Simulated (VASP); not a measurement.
A run of VASP 6.6.1 is set up as follows.

File INCAR:

```
  ALGO = Normal
  EDIFF = 1E-7
  ENCUT = 520
  GGA = PE
  ISIF = 2
  ISMEAR = 0
  LASPH = T
  LCHARG = T
  LELF = T
  LREAL = F
  LVHAR = T
  LWAVE = F
  NBANDS = 46
  NELM = 60
  PREC = Accurate
  SIGMA = 0.05
```

File KPOINTS:

```
k-points
0
Gamma
  8 8 2
```

Contents of POSCAR:

```
ZnS
1.0
   -3.8467234434      0.0000000000      0.0000000000
   -1.9233617217     -3.3313602233      0.0000000000
    0.0000000000      0.0000000000     18.5902250239
Zn S
4 4
Direct
    0.0000000000      0.0000000000      0.4444453754
    0.0000000000      0.0000000000      0.1058205065
    0.3333333333      0.3333333333      0.6137403143
    0.6666666667      0.6666666667      0.2751154454
    0.0000000000      0.0000000000      0.5712531767
    0.0000000000      1.0000000000      0.2326283078
    0.3333333333      0.3333333333      0.0635500282
    0.6666666667      0.6666666667      0.4021748971
```

Potentials or basis: VASP PAW PBE potentials, release 64 (Zn, S).

Command:

```sh
$ cat potpaw_PBE.64/Zn/POTCAR potpaw_PBE.64/S/POTCAR > POTCAR
$ mpirun -np 1 vasp_std > vasp.out
```

(1) Predict the largest force.

(2) Predict the band gap on the k mesh.

Answers

(1) 1.082 eV/Å.

(2) zero (bands 36 and 37 overlap by 0.39 eV).

Caveat: the cell differs from its parent crystal (the distance across one plane changed).
